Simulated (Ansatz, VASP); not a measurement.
# Two plane-wave programs on Al2Cl2F

Contents of INCAR:

```
SYSTEM = Al2Cl2F
PREC = Accurate
ENCUT = 600
EDIFF = 1E-7
ISMEAR = 0
SIGMA = 0.1
LREAL = .False.
LASPH = .True.
NELM = 100
ALGO = Normal
ISIF = 3
LWAVE = .False.
LCHARG = .False.
GGA = PE
IBRION = 2
NSW = 100
EDIFFG = -0.01
```

The input KPOINTS:

```
Automatic mesh
0
Gamma
  12 12 6
  0 0 0
```

The input POSCAR:

```
Al2Cl2F
1.0
    5.3859083990      0.0000000000      0.0000000000
   -2.6929541995      4.6643334960      0.0000000000
    0.0000000000      0.0000000000      7.0384219259
Al Cl F
2 2 1
Direct
    0.0000000000      0.0000000000      0.2500073260
    0.0000000000      0.0000000000      0.7499926740
    0.3333333333      0.6666666667      0.5000000000
    0.6666666667      0.3333333333      0.5000000000
    0.0000000000      0.0000000000      0.5000000000
```

Input for Ansatz:

```yaml
crystal:
  lattice:
    - [5.385908399, 0.0, 0.0]
    - [-2.6929541995, 4.664333496, 0.0]
    - [0.0, 0.0, 7.0384219259]
  atoms:
    - { symbol: Al, position: [0.0, 0.0, 0.250007326] }
    - { symbol: Al, position: [0.0, 0.0, 0.749992674] }
    - { symbol: Cl, position: [0.3333333333, 0.6666666667, 0.5] }
    - { symbol: Cl, position: [0.6666666667, 0.3333333333, 0.5] }
    - { symbol: F, position: [0.0, 0.0, 0.5] }
basis:
  ecutwfc: 420
kpoints:
  mp_grid: { grid: [12, 12, 6] }
hamiltonian:
  xc: pbe
scf:
  occupations: { method: gaussian, width: 0.1 }
output:
  forces: true
  stress: true
  eigenvalues: true
relax:
  adjacent_minimum: "off"
  f_tol: 0.01
  max_steps: 80
  cell: { stress_tol: 0.05 }
```

Alike in both runs: task relaxation of cell and atoms; functional PBE; k mesh 12 × 12 × 6; occupations gaussian, width 0.1 eV; no spin polarisation.

|  | VASP | Ansatz |
| --- | --- | --- |
| version | VASP 6.6.1 | Ansatz 0.2.0 |
| potentials or method | VASP PAW PBE potentials, release 64 (Al, Cl, F), cutoff 600 eV | scalar-relativistic, plane waves, PAW |
| valence electrons in the cell | 27 | 27 |

|  | VASP | Ansatz | Ansatz less VASP |
| --- | --- | --- | --- |
| gap on the k mesh at the Fermi level, each at its own relaxed structure (eV) | none | none | - |
| relaxed volume (Å³/atom) | 35.53 | 35.62 | +0.086 |
| relaxed length of the cell vector where the two differ most in proportion (Å) | 5.401 | 5.407 | +0.0067 |

A gap of «none» marks a metal or a gap that the smearing closes.
